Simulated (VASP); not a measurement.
TiAl: single point with PBEsol

Crystal: TiAl.

```
Ti Al
1.0
     3.22090    0.00000    0.00000
     0.00000    3.22090    0.00000
     0.00000    0.00000    3.22090
Ti Al
1 1
Direct
  0.00000 0.00000 0.00000
  0.50000 0.50000 0.50000
```

This cell differs from its parent crystal: volume scaled by 1.04.

| Quantity | Value |
| --- | --- |
| Program | VASP 6.6.1 |
| Task | single point |
| Functional | PBEsol |
| Potentials or basis | VASP PAW PBE potentials, release 64 (Ti_sv, Al) |
| Cutoff | 520 eV |
| k mesh | 8 × 8 × 8 |
| Occupations | fermi-dirac, width 0.05 eV |
| Spin | no spin polarisation |

```
Pressure : -6.4 GPa
```

Levels at points of the mesh, in eV from the Fermi level:
```tsv
k point	band 3	band 4	band 5	band 6	band 7	band 8	band 9	band 10	band 11	band 12
(0.00, 0.00, 0.00)	-33.04	-33.04	-9.08	-1.34	-1.34	1.70	1.70	1.70	4.24	4.24
(0.50, 0.00, 0.00)	-33.03	-33.03	-5.95	-5.07	-0.50	0.13	0.13	1.90	2.85	6.50
(0.50, 0.50, 0.00)	-33.17	-33.02	-4.90	-2.07	-2.07	-1.42	0.67	0.67	2.61	4.46
(0.50, 0.50, 0.50)	-33.16	-33.16	-2.97	-2.97	-2.97	0.44	2.67	2.67	2.81	2.81
```

It took 4 s on 1 thread of Intel(R) Xeon(R) 6975P-C (Granite Rapids), on a shared host, peak memory 0.14 GiB.

Caveat: the PAW data sets were made with another functional, which shifts forces and pressure a little.
